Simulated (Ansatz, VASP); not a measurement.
One calculation of MoS2, two programs

```
CELL_PARAMETERS angstrom
3.14972 0.00000 0.00000
-1.57486 2.72774 0.00000
0.00000 0.00000 6.44812
ATOMIC_POSITIONS crystal
Mo 0.00000 0.00000 0.00000
S 0.33333 0.66667 0.24214
S 0.33333 0.66667 0.75786
```

Change from the starting cell: strain along c alone, the other axes held, atoms relaxed: -3.0 %.

Alike in both runs: functional PBE; dispersion D3(BJ); k mesh 12 × 12 × 4; occupations gaussian, width 0.02 eV; no spin polarisation.

Ansatz relaxed the structure, and its values are those at the end. VASP's run is a single point on that final structure, the one shown.

|  | VASP | Ansatz |
| --- | --- | --- |
| version | VASP 6.6.1 | Ansatz 0.2.0 |
| potentials or method | VASP PAW PBE potentials, release 64 (Mo_sv, S), cutoff 520 eV | scalar-relativistic, plane waves, PAW |
| valence electrons in the cell | 26 | 26 |

Ansatz gave:

| Quantity | Value |
| --- | --- |
| gap on the k mesh at the Fermi level (eV) | 1.02 |
| least direct gap on the mesh (eV) | 1.74 |
| pressure (GPa) | 0.9 |
| rms of the force components (eV/Å) | 0.000 |

Which values does VASP return?

gap on the k mesh at the Fermi level (eV): 1.03; least direct gap on the mesh (eV): 1.74; pressure (GPa): 0.7; rms of the force components (eV/Å): 0.006.

Ansatz's warnings: stress scf threshold loose.
